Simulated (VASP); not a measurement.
Write the native input for VASP 6.6.1 that does the following.

```yaml
Task: single point
Functional: r2SCAN
Dispersion: rVV10
Potentials_or_basis: VASP PAW PBE potentials, release 64 (Al, N)
Cutoff: 520 eV
k_mesh: 9 × 9 × 6
Occupations: gaussian, width 0.02 eV
Spin: no spin polarisation
Dipole_correction: no
Further_INCAR_settings: ALGO = Normal; EDIFF = 1e-06; NBANDS = 16
```

Crystal: AlN (rvv).

```xyz
4
Lattice="3.1033 0.0000 0.0000 -1.5517 2.6876 0.0000 0.0000 0.0000 4.9721" Properties=species:S:1:pos:R:3 pbc="T T T"
Al    0.0000    1.7917   -0.0042
Al    1.5517    0.8959    2.4819
N     0.0000    1.7917    1.8936
N     1.5517    0.8959    4.3796
```

These files were run (other wordings do the same):

POSCAR

```
AlN
1.0
    3.1033295843      0.0000000000      0.0000000000
   -1.5516647921      2.6875622563      0.0000000000
    0.0000000000      0.0000000000      4.9720804415
Al N
2 2
Direct
    0.3333333333      0.6666666667     -0.0008373307
    0.6666666667      0.3333333333      0.4991626693
    0.3333333333      0.6666666667      0.3808373307
    0.6666666667      0.3333333333      0.8808373307
```

INCAR.step1

```
PREC = Accurate
ENCUT = 520
ISMEAR = 0
SIGMA = 0.02
LREAL = False
LASPH = True
NELM = 100
NBANDS = 16
GGA = PE
ALGO = Normal
EDIFF = 1E-4
LWAVE = True
LCHARG = False
```

INCAR.step2

```
PREC = Accurate
ENCUT = 520
EDIFF = 1E-6
ISMEAR = 0
SIGMA = 0.02
LREAL = False
LASPH = True
NELM = 100
ALGO = Normal
ISIF = 2
LWAVE = False
LCHARG = True
METAGGA = R2SCAN
LMIXTAU = True
LUSE_VDW = True
IVDW_NL = 2
BPARAM = 11.95
CPARAM = 0.0093
LELF = True
LVHAR = True
NBANDS = 16
ISTART = 1
```

KPOINTS

```
regular mesh
0
Gamma
  9 9 6
```

Potentials or basis: VASP PAW PBE potentials, release 64 (Al, N).

Command:

```bash
$ cat potpaw_PBE.64/Al/POTCAR potpaw_PBE.64/N/POTCAR > POTCAR
$ cp INCAR.step1 INCAR
$ mpirun -np 1 vasp_std > vasp.out
$ cp INCAR.step2 INCAR
$ mpirun -np 1 vasp_std > vasp.out
```

Results of the run:

```yaml
Pressure: -0.3 GPa
Band_gap_on_the_k_mesh: 4.91 eV, direct
```

Caveat: the PAW data sets were made with another functional, which shifts forces and pressure a little.

It took 91 s on 1 thread of Intel(R) Xeon(R) Platinum 8375C CPU @ 2.90GHz (Ice Lake), with other jobs on the host, peak memory 0.27 GiB.
